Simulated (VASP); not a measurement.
Set up this calculation in VASP 6.6.1, as the native input.

```
Task                   : single point
Functional             : PBE
Potentials or basis    : VASP PAW PBE potentials, release 64 (Zr_sv, B)
Cutoff                 : 520 eV
k mesh                 : 10 × 10 × 8
Occupations            : fermi-dirac, width 0.05 eV
Spin                   : no spin polarisation
Dipole correction      : no
Further INCAR settings : ALGO = Normal; EDIFF = 1e-06; NBANDS = 16
```

The structure of ZrB2 lies in POSCAR:

```
ZrB2
1.0
    3.1700000000      0.0000000000      0.0000000000
   -1.5850000000      2.7453005300      0.0000000000
    0.0000000000      0.0000000000      3.5330000000
Zr B
1 2
Direct
    0.0000000000      0.0000000000      0.0000000000
    0.3287800978      0.6575601955      0.5000000000
    0.6666666667      0.3333333333      0.5000000000
```

One way to write it, as run:

INCAR

```
SYSTEM = ZrB2
  PREC = Accurate
  ENCUT = 520
  EDIFF = 1E-6
  ISMEAR = -1
  SIGMA = 0.05
  LREAL = .FALSE.
  LASPH = .TRUE.
  NELM = 100
  ALGO = Normal
  ISIF = 2
  LWAVE = .FALSE.
  LCHARG = .TRUE.
  GGA = PE
  LELF = .TRUE.
  LVHAR = .TRUE.
  NBANDS = 16
```

KPOINTS

```
Automatic mesh
0
G
  10 10 8
  0 0 0
```

Potentials or basis: VASP PAW PBE potentials, release 64 (Zr_sv, B).

Command:

```sh
$ cat potpaw_PBE.64/Zr_sv/POTCAR potpaw_PBE.64/B/POTCAR > POTCAR
$ mpirun -np 1 vasp_std > vasp.out
```

Results of the run:

```
Pressure               : 1.0 GPa
Largest force          : 0.368 eV/Å
Band gap on the k mesh : zero (bands 9 and 10 overlap by 0.73 eV)
```

Wall time 29 s on 1 thread of Intel(R) Xeon(R) Platinum 8488C (Sapphire Rapids), on a shared host, peak memory 0.19 GiB.
